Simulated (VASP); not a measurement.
# ZnSe (F-43m) in VASP: a series of runs

ZnSe is run at these levels: LDA; tasks: relaxation of cell and atoms.

All numbers are computed with VASP 6.6.1; they aren't measurements. Logs are shortened: lines on timing, memory, paths and dates and some standing lists are left out, and cuts for length are marked.

## (1) The cell of the first run

It takes space group F-43m (No. 216, cubic). The conventional cell has a = 5.568 Å, b = 5.568 Å, c = 5.568 Å, α = 90.00°, β = 90.00°, γ = 90.00°. Within 3.2 Å of Zn (site symmetry -43m) lie 4 Se at 2.41 Å. Within 3.2 Å of Se (site symmetry -43m) lie 4 Zn at 2.41 Å.

## (2) Relaxation of cell and atoms, LDA, target pressure -2 GPa, at which the enthalpy is minimised

The input, INCAR:

```
SYSTEM = ZnSe
ALGO = Normal
EDIFF = 1E-6
EDIFFG = -0.002
ENCUT = 600
IBRION = 2
ISIF = 3
ISMEAR = 0
LASPH = .True.
LCHARG = .False.
LREAL = .False.
LWAVE = .False.
NELM = 60
NSW = 100
PREC = Accurate
PSTRESS = -20.0
SIGMA = 0.01
```

The input, KPOINTS:

```
k-points
0
Gamma
  8 8 8
  0 0 0
```

The input, POSCAR:

```
ZnSe
1.0
    2.7837594218      2.7837594218      0.0000000000
   -2.7837594218      2.7837594218      0.0000000000
    0.0000000000      2.7837594218      2.7837594218
Zn Se
1 1
Direct
    0.0000000000      0.0000000000      0.0000000000
    0.7500000000      0.2500000000      0.5000000000
```

Potentials or basis: VASP PAW LDA potentials, release 64 (Zn, Se).

Command:

```sh
> cat potpaw_LDA.64/Zn/POTCAR potpaw_LDA.64/Se/POTCAR > POTCAR
> mpirun -np 1 vasp_std > vasp.out
```

OUTCAR:

```text
SYSTEM = ZnSe
   EDIFF = 1E-6
   EDIFFG = -0.002
   ENCUT = 600
   IBRION = 2
   ISIF = 3
   ISMEAR = 0
   LASPH = .True.
   LREAL = .False.
   NELM = 60
   NSW = 100
   PREC = Accurate
   PSTRESS = -20.0

 ion  position               nearest neighbor table
   1  0.000  0.000  0.000-   2 2.41   2 2.41   2 2.41   2 2.41
   2  0.750  0.250  0.500-   1 2.41   1 2.41   1 2.41   1 2.41

  LATTYP: Found a face centered cubic cell.
 ALAT       =     5.5675188436

  Lattice vectors:

 A1 = (   0.0000000000,   2.7837594218,   2.7837594218)
 A2 = (   2.7837594218,   0.0000000000,   2.7837594218)
 A3 = (   2.7837594218,   2.7837594218,   0.0000000000)

Analysis of symmetry for initial positions (statically):
=====================================================================
 Subroutine PRICEL returns:
 Original cell was already a primitive cell.

 Routine SETGRP: Setting up the symmetry group for a
 face centered cubic supercell.

 Subroutine GETGRP returns: Found 24 space group operations
 (whereof 24 operations were pure point group operations)
 out of a pool of 48 trial point group operations.

The static configuration has the point symmetry T_d .

Analysis of symmetry for dynamics (positions and initial velocities):
=====================================================================
 Subroutine PRICEL returns:
 Original cell was already a primitive cell.

 Routine SETGRP: Setting up the symmetry group for a
 face centered cubic supercell.

 Subroutine GETGRP returns: Found 24 space group operations
 (whereof 24 operations were pure point group operations)
 out of a pool of 48 trial point group operations.

The dynamic configuration has the point symmetry T_d .

 Subroutine INISYM returns: Found 24 space group operations
 (whereof 24 operations are pure point group operations),
 and found     1 'primitive' translations

----------------------------------------------------------------------------------------

                                     Primitive cell

  volume of cell :      43.1445

  direct lattice vectors                    reciprocal lattice vectors
     2.783759422  2.783759422  0.000000000     0.179613222  0.179613222 -0.179613222
    -2.783759422  2.783759422  0.000000000    -0.179613222  0.179613222 -0.179613222
     0.000000000  2.783759422  2.783759422     0.000000000  0.000000000  0.359226445

  length of vectors
     3.936830329  3.936830329  3.936830329     0.311099227  0.311099227  0.359226445

  position of ions in fractional coordinates (direct lattice)
     0.000000000  0.000000000  0.000000000
     0.750000000  0.250000000  0.500000000

  ion indices of the primitive-cell ions
   primitive index   ion index
                 1           1
                 2           2

----------------------------------------------------------------------------------------

 KPOINTS: k-points

Automatic generation of k-mesh.
 Grid dimensions read from file:
 generate k-points for:    8    8    8

 Generating k-lattice:

  Cartesian coordinates                     Fractional coordinates (reciprocal lattice)
     0.022451653  0.022451653 -0.022451653     0.125000000  0.000000000  0.000000000
    -0.022451653  0.022451653 -0.022451653     0.000000000  0.125000000  0.000000000
     0.000000000  0.000000000  0.044903306     0.000000000  0.000000000  0.125000000

  Length of vectors
     0.038887403  0.038887403  0.044903306

  Shift w.r.t. Gamma in fractional coordinates (k-lattice)
     0.000000000  0.000000000  0.000000000

 Subroutine IBZKPT returns following result:
 ===========================================

 Found     29 irreducible k-points:

 Following reciprocal coordinates:
            Coordinates               Weight
  0.000000  0.000000  0.000000      1.000000
  0.125000  0.000000  0.000000      8.000000
  0.250000  0.000000  0.000000      8.000000
  0.375000  0.000000  0.000000      8.000000
  0.500000  0.000000  0.000000      4.000000
  0.125000  0.125000  0.000000     12.000000
[... 16 lines left out ...]
  0.375000  0.250000  0.125000     48.000000
  0.500000  0.250000  0.125000     24.000000
 [... further k-points ...]
   k-points           NKPTS =     29   k-points in BZ     NKDIM =     29   number of bands    NBANDS=     13
   number of dos      NEDOS =    301   number of ions     NIONS =      2
   total plane-waves  NPLWV =  32768
   dimension x,y,z NGX =    32 NGY =   32 NGZ =   32
   dimension x,y,z NGXF=    64 NGYF=   64 NGZF=   64
   ions per type =               1   1
   NGX,Y,Z   is equivalent  to a cutoff of  13.51, 13.51, 13.51 a.u.
   NGXF,Y,Z  is equivalent  to a cutoff of  27.03, 27.03, 27.03 a.u.
 SYSTEM =  ZnSe
   PREC   = accura    normal or accurate (medium, high low for compatibility)
   ISTART =      0    job   : 0-new  1-cont  2-samecut
   ICHARG =      2    charge: 1-file 2-atom 10-const
   ISPIN  =      1    spin polarized calculation?
   LNONCOLLINEAR =      F non collinear calculations
   LSORBIT =      F    spin-orbit coupling
   LASPH  =      T    aspherical Exc in radial PAW
   ENCUT  =  600.0 eV  44.10 Ry    6.64 a.u.   7.86  7.86  7.86*2*pi/ulx,y,z
   NELM   =     60;   NELMIN=  2; NELMDL= -5     # of ELM steps
   EDIFF  = 0.1E-05   stopping-criterion for ELM
   LREAL  =      F    real-space projection
   EDIFFG = -.2E-02   stopping-criterion for IOM
   NSW    =    100    number of steps for IOM
   IBRION =      2    ionic relax: 0-MD 1-quasi-New 2-CG
   NFREE  =      1    steps in history (QN), initial steepest desc. (CG)
   ISIF   =      3    stress and relaxation
   ISYM   =      2    0-nonsym 1-usesym 2-fastsym
   POTIM  = 0.5000    time-step for ionic-motion
   TEBEG  =    0.0;   TEEND  =   0.0 temperature during run
   PSTRESS=  -20.0 pullay stress
   NELECT =      18.0000    total number of electrons
   NUPDOWN=      -1.0000    fix difference up-down
   EMIN   =  10.00;   EMAX   =-10.00  energy-range for DOS
   EFERMI =   0.00;   METHOD = LEGACY
   ISMEAR =     0;   SIGMA  =   0.01  broadening in eV -4-tet -1-fermi 0-gaus
   EFERMI_NEDOS =   21; number of points for ismear=-14 and -15
   IALGO  =     38    algorithm
   IMIX   =      4    mixing-type and parameters
     AMIX     =   0.40;   BMIX     =  1.00
     AMIX_MAG =   1.60;   BMIX_MAG =  1.00
  volume/ion in A,a.u.               =      21.57       145.58
  Fermi-wavevector in a.u.,A,eV,Ry     =   1.223275  2.311654 20.359769  1.496401
  Thomas-Fermi vector in A             =   2.358391
   LORBIT       =      0    0 simple, 1 ext, 2 COOP (PROOUT), +10 PAW based schemes
   GGA     = CA    functional components
   LHFCALC =     F    Hartree Fock is set to
   AEXX    =    0.0000 exact exchange contribution
   IVDW    =     0    specifies the selected vdW correction
   LEPSILON=     F    determine dielectric tensor
   LRPA    =     F    only Hartree local field effects (RPA)
 conjugate gradient relaxation of ions
 non-spin polarized calculation
 Gauss-broadening in eV      SIGMA  =   0.01
  energy-cutoff  :      600.00
  volume of cell :       43.14
 maximum number of plane-waves:      1459
   NGX = 15   NGY = 15   NGZ = 15

--------------------------------------- Ionic step        1  -------------------------------------------

 number of electron      17.9999993 magnetization

 Free energy of the ion-electron system (eV)
  ---------------------------------------------------
  ext. energy  EPLUGINS =         0.00000000
  ---------------------------------------------------
  free energy    TOTEN  =        -7.37165715 eV

  energy without entropy =       -7.37165715  energy(sigma->0) =       -7.37165715

------------------------ aborting loop because EDIFF is reached ----------------------------------------

  FORCE on cell =-STRESS in cart. coord.  units (eV):
  Direction    XX          YY          ZZ          XY          YZ          ZX
  --------------------------------------------------------------------------------------
  -------------------------------------------------------------------------------------
  Total        0.0905617      0.0905617      0.0905617      0.0000000      0.0000000     -0.0000000
  in kB        3.3630262      3.3630262      3.3630262      0.0000000      0.0000000     -0.0000000
  external PRESSURE =      23.3630262 kB  Pullay stress =     -20.0000000 kB
[... 175 lines left out ...]
  enthalpy is  TOTEN    =        -7.9210097319 eV   P V=       -0.5579837586

--------------------------------------- Ionic step        6  -------------------------------------------

 number of electron      17.9999986 magnetization

 Free energy of the ion-electron system (eV)
  ---------------------------------------------------
  ext. energy  EPLUGINS =         0.00000000
  ---------------------------------------------------
  free energy    TOTEN  =        -7.36340590 eV

  energy without entropy =       -7.36340590  energy(sigma->0) =       -7.36340590

 E-fermi :   1.7720     XC(G=0):  -9.7821

 val. band max:        1.6734572334   @ k =   0.0000   0.0000   0.0000
 cond. band min:       2.8183888066   @ k =   0.0000   0.0000   0.0000
 fundamental gap:      1.1449315732
 Fermi energy:         1.7720140707

 k-point     1 :       0.0000    0.0000    0.0000
  band No.  band energies     occupation
      1     -11.7377      2.00000
      2      -5.0734      2.00000
      3      -5.0734      2.00000
      4      -5.0734      2.00000
      5      -4.6974      2.00000
      6      -4.6974      2.00000
      7       1.6735      2.00000
      8       1.6735      2.00000
      9       1.6735      2.00000
     10       2.8184      0.00000
     11       7.3697      0.00000
     12       7.3697      0.00000
     13       7.3697      0.00000
[... 353 lines left out ...]
 k-point    24 :       0.5000    0.2500    0.1250
  band No.  band energies     occupation
      1     -10.7732      2.00000
      2      -4.9693      2.00000
      3      -4.9301      2.00000
      4      -4.7320      2.00000
      5      -4.6903      2.00000
      6      -4.4757      2.00000
      7      -3.3881      2.00000
      8      -0.8440      2.00000
      9       0.1444      2.00000
     10       5.8266      0.00000
     11       7.0629      0.00000
     12       9.0204      0.00000
     13      10.2601      0.00000

 [... further k-points ...]

------------------------ aborting loop because EDIFF is reached ----------------------------------------

  FORCE on cell =-STRESS in cart. coord.  units (eV):
  Direction    XX          YY          ZZ          XY          YZ          ZX
  --------------------------------------------------------------------------------------
  -------------------------------------------------------------------------------------
  Total       -0.5568601     -0.5568601     -0.5568601     -0.0000000      0.0000000     -0.0000000
  in kB      -19.9731927    -19.9731927    -19.9731927     -0.0000000      0.0000000     -0.0000000
  external PRESSURE =       0.0268073 kB  Pullay stress =     -20.0000000 kB
[... 17 lines left out ...]
  FREE ENERGIE OF THE ION-ELECTRON SYSTEM (eV)
  ---------------------------------------------------
  free  energy   TOTEN  =        -7.3634058961 eV

  energy  without entropy=       -7.3634058961  energy(sigma->0) =       -7.36340590

  enthalpy is  TOTEN    =        -7.9210134092 eV   P V=       -0.5576075131

 reached required accuracy - stopping structural energy minimisation
```

It took 72 s on 1 thread of Intel Xeon 8259CL, shared host; peak memory 0.17 GiB.

Results:

```
Free energy                                                : -7.3634 eV
Relaxed volume                                             : 22.33 Å³/atom
Relaxed cell                                               : a = 3.983 Å, b = 3.983 Å, c = 3.983 Å, α = 60.00°, β = 60.00°, γ = 90.00°
Space group after relaxing (to 0.1 Å)                      : F-43m (No. 216)
Energy change on relaxing (the run minimises the enthalpy) : +4.1 meV/atom
Ionic steps                                                : 6
Pressure after relaxing                                    : -2.0 GPa
Band gap on the k mesh                                     : 1.14 eV
```

Step by step:
| step | energy change (eV) | largest force (eV/Å) | pressure (GPa) | volume (Å³) |
| --- | --- | --- | --- | --- |
| 1 | 0.0000 | 0.0000 | 0.34 | 43.14 |
| 2 | 0.0150 | 0.0000 | -2.65 | 45.14 |
| 3 | 0.0082 | 0.0000 | -1.89 | 44.67 |
| 4 | 0.0090 | 0.0000 | -2.06 | 44.73 |
| 5 | 0.0086 | 0.0000 | -2.03 | 44.70 |
| 6 | 0.0083 | 0.0000 | -2.00 | 44.67 |

Final structure:
```xyz
2
Lattice="2.8162 2.8162 0.0000 -2.8162 2.8162 0.0000 0.0000 2.8162 2.8162" Properties=species:S:1:pos:R:3 pbc="T T T"
Zn   -2.8162    2.8162    0.0000
Se    1.4081    4.2243    1.4081
```

Caveat: the cell is relaxed towards a set pressure, so the run minimises the enthalpy, not the energy.

## (3) Relaxation of cell and atoms, LDA, target pressure 2 GPa, at which the enthalpy is minimised

The input, INCAR:

```
ALGO = Normal
EDIFF = 1E-6
EDIFFG = -0.002
ENCUT = 600
IBRION = 2
ISIF = 3
ISMEAR = 0
LASPH = True
LCHARG = False
LREAL = False
LWAVE = False
NELM = 80
NSW = 100
PREC = Accurate
PSTRESS = 20.0
SIGMA = 0.01
```

The input, KPOINTS:

```
k-points
0
Gamma
  8 8 8
```

POSCAR is that of step 2.

Potentials or basis: VASP PAW LDA potentials, release 64 (Zn, Se).

Command:

```sh
> cat potpaw_LDA.64/Zn/POTCAR potpaw_LDA.64/Se/POTCAR > POTCAR
> mpirun -np 1 vasp_std > vasp.out
```

Run time: 1.7 min. Hardware: 1 thread of Intel Xeon 8259CL, shared host; peak memory 0.17 GiB.

Results (log left out):

| Property | Result |
| --- | --- |
| Free energy | -7.3651 eV |
| Relaxed volume | 21.11 Å³/atom |
| Relaxed cell | a = 3.909 Å, b = 3.909 Å, c = 3.909 Å, α = 60.00°, β = 60.00°, γ = 90.00° |
| Space group after relaxing (to 0.1 Å) | F-43m (No. 216) |
| Energy change on relaxing (the run minimises the enthalpy) | +3.3 meV/atom |
| Ionic steps | 8 |
| Pressure after relaxing | 2.0 GPa |
| Band gap on the k mesh | 1.38 eV |

Step by step:
```
step  energy change (eV)  largest force (eV/Å)  pressure (GPa)  volume (Å³)
   1              0.0000                0.0000            0.34        43.14
   2              0.0137                0.0000            2.90        41.76
   3              0.0066                0.0000            1.88        42.22
   4              0.0073                0.0000            2.08        42.17
   5              0.0070                0.0000            2.06        42.19
   6              0.0065                0.0000            1.94        42.24
   7              0.0066                0.0000            2.03        42.22
   8              0.0066                0.0000            1.99        42.23
```

Final structure:
```yaml
crystal:
  lattice:
    - [2.76388, 2.76388, 0.00000]
    - [-2.76388, 2.76388, 0.00000]
    - [0.00000, 2.76388, 2.76388]
  atoms:
    - { symbol: Zn, position: [0.00000, 0.00000, 0.00000] }
    - { symbol: Se, position: [0.75000, 0.25000, 0.50000] }
```

Levels at points of the mesh, in eV from the valence-band top:
```
           k point  band 7  band 8  band 9  band 10  band 11  band 12
(0.00, 0.00, 0.00)    0.00    0.00    0.00     1.38     5.67     5.67
(0.50, 0.00, 0.00)   -5.79   -0.99   -0.99     2.50     6.27     6.27
(0.50, 0.50, 0.00)   -5.16   -2.49   -2.49     2.63     3.30    11.10
```

Caveat: the cell is relaxed towards a set pressure, so the run minimises the enthalpy, not the energy. Zero-point motion and thermal expansion aren't in these numbers.

(Part 1 of 2 ends here.)
